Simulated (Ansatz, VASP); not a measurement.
**Two plane-wave programs on RbCl**

```
Rb Cl
1.0
     0.00000    3.34904    3.34904
     3.34904    0.00000    3.34904
     3.34904    3.34904    0.00000
Rb Cl
1 1
Direct
  0.50000 0.50000 0.50000
  0.00000 0.00000 0.00000
```

Alike in both runs: task single point; functional r2SCAN; k mesh 6 × 6 × 6; occupations gaussian, width 0.05 eV; no spin polarisation.

```csv
,VASP,Ansatz
version,VASP 6.6.1,Ansatz 0.2.0
potentials or method,"VASP PAW PBE potentials, release 64 (Rb_sv, Cl), cutoff 550 eV","scalar-relativistic, plane waves, PAW"
valence electrons in the cell,16,16
```

```csv
,VASP,Ansatz,Ansatz less VASP
gap on the k mesh at the Fermi level (eV),5.44,5.43,-0.001
least direct gap on the mesh (eV),5.44,5.43,-0.001
pressure (GPa),-0.6,-0.6,-0.01
```

VASP's potentials were made for PBE, not for r2SCAN.
